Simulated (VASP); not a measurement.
Wanted: the native input for a VASP 6.6.1 run.

| Property | Result |
| --- | --- |
| Task | single point |
| Functional | PBE |
| Potentials or basis | VASP PAW PBE potentials, release 64 (K_sv) |
| Cutoff | 520 eV |
| k mesh | 8 × 8 × 8 |
| Occupations | fermi-dirac, width 0.1 eV |
| Spin | no spin polarisation |
| Dipole correction | no |
| Further INCAR settings | ALGO = Normal; EDIFF = 1e-06; NBANDS = 16 |

The structure of K lies in POSCAR:

```
K
1.0
    0.0000000000      3.8643627658      3.8643627658
    3.8643627658      0.0000000000      3.8643627658
    3.8643627658      3.8643627658      0.0000000000
K
2
Direct
   -0.1250000000     -0.1250000000     -0.1250000000
    0.1250000000      0.1250000000      0.1250000000
```

This isn't the form of K at room conditions, which is bcc.

These files were run (other wordings do the same):

INCAR

```
SYSTEM = K
PREC     = Accurate       ! precision mode
ENCUT    = 520            ! plane-wave cutoff, eV
EDIFF    = 1E-6           ! SCF threshold, eV
ISMEAR   = -1             ! smearing method
SIGMA    = 0.1            ! smearing width, eV
LREAL    = .False.        ! projectors in reciprocal space
LASPH    = .True.         ! aspherical terms in the spheres
NELM     = 80             ! most SCF steps
ALGO     = Normal         ! electronic algorithm
ISIF     = 2              ! what is computed and relaxed
LWAVE    = .False.        ! write WAVECAR
LCHARG   = .False.        ! write CHGCAR
GGA      = PE             ! functional
NBANDS   = 16             ! bands
```

KPOINTS

```
regular mesh
0
Gamma
  8 8 8
  0 0 0
```

Potentials or basis: VASP PAW PBE potentials, release 64 (K_sv).

Command:

```sh
$ cat potpaw_PBE.64/K_sv/POTCAR > POTCAR
$ mpirun -np 1 vasp_std > vasp.out
```

It gave:

```
Pressure               : 2.3 GPa
Band gap on the k mesh : zero (bands 9 and 10 overlap by 0.69 eV)
```

It took 74 s on 1 thread of Intel(R) Xeon(R) 6975P-C (Granite Rapids), on a shared host, peak memory 0.25 GiB.
